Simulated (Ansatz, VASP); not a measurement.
## Hf in VASP and in Ansatz

INCAR

```
SYSTEM = Hf
PREC = Accurate
ENCUT = 520
EDIFF = 1E-6
ISMEAR = -1
SIGMA = 0.1
LREAL = .False.
LASPH = .True.
NELM = 80
ALGO = Normal
ISIF = 2
LWAVE = .False.
LCHARG = .False.
GGA = PS
NBANDS = 17
```

Contents of KPOINTS:

```
regular mesh
0
Gamma
  19 19 10
  0 0 0
```

File POSCAR:

```
Hf
1.0
    3.0720908765      0.0000000000      0.0000000000
   -1.5360454383      2.6605087418      0.0000000000
    0.0000000000      0.0000000000      4.8675439381
Hf
2
Direct
    0.3333333333      0.6666666667      0.2500000000
    0.6666666667      0.3333333333      0.7500000000
```

Input for Ansatz:

```yaml
crystal:
  lattice:
    - [3.0720908765, 0.0, 0.0]
    - [-1.5360454383, 2.6605087418, 0.0]
    - [0.0, 0.0, 4.8675439381]
  atoms:
    - { symbol: Hf, position: [0.3333333333, 0.6666666667, 0.25] }
    - { symbol: Hf, position: [0.6666666667, 0.3333333333, 0.75] }
hamiltonian:
  xc: pbesol
  pseudopotentials:
    kind: paw
    azcp:
      Hf: "pseudopotentials/Hf.paw.azcp"
basis:
  ecutwfc: 420
  fft_grid_basis: typed
kpoints:
  mp_grid: { grid: [19, 19, 10], shift: [0, 0, 0] }
magnetization:
  spin_polarized: false
scf:
  occupations: { method: fermi_dirac, width: 0.1 }
output:
  stress: true
```

Alike in both runs: task single point; functional PBEsol; k mesh 19 × 19 × 10; occupations fermi-dirac, width 0.1 eV; no spin polarisation.

```csv
,VASP,Ansatz
version,VASP 6.6.1,Ansatz 0.2.0
potentials or method,"VASP PAW PBE potentials, release 64 (Hf_pv), cutoff 520 eV","plane waves (420 eV) with PAW, scalar-relativistic"
valence electrons in the cell,20,52
```

Ansatz gave:

| Item | Value |
| --- | --- |
| pressure (GPa) | 10.8 |
| traceless stress, the component that is largest in VASP (GPa) | 0.46 |

Which values does VASP return?

Pressure (GPa): 10.5; traceless stress, the component that is largest in VASP (GPa): 0.36.

VASP's potentials were made for PBE, not for PBEsol, and Ansatz warns of the same on its side. VASP's potentials hold 20 valence electrons a cell and Ansatz's 52, so a difference there can come from the potentials and not from the codes.

Spin-orbit coupling is off throughout.
